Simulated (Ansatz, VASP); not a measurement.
Two plane-wave programs on Sb

```xyz
2
Lattice="2.1456 1.2388 3.6587 -2.1456 1.2388 3.6587 0.0000 -2.4775 3.6587" Properties=species:S:1:pos:R:3 pbc="T T T"
Sb    0.0000    0.0000    2.5897
Sb    0.0000    0.0000    8.3865
```

Alike in both runs: task single point; functional LDA; k mesh 9 × 9 × 9; occupations methfessel-paxton of order 1, width 0.01 eV; no spin polarisation.

|  | VASP | Ansatz |
| --- | --- | --- |
| version | VASP 6.6.1 | Ansatz 0.2.0 |
| potentials or method | VASP PAW LDA potentials, release 64 (Sb), cutoff 520 eV | plane waves (420 eV) with PAW, scalar-relativistic |
| valence electrons in the cell | 10 | 30 |

```csv
,VASP,Ansatz,Ansatz less VASP
pressure (GPa),0.4,0.1,-0.31
"traceless stress, the component that is largest in VASP (GPa)",-0.11,-0.05,+0.061
```

Ansatz warns that its potentials were made for another functional, while VASP's fit it. LDA's correlation is that of Perdew and Zunger in VASP and of Perdew and Wang (1992) in Ansatz. VASP's potentials hold 10 valence electrons a cell and Ansatz's 30, so a difference there can come from the potentials and not from the codes.

Neither program's run includes spin-orbit coupling.
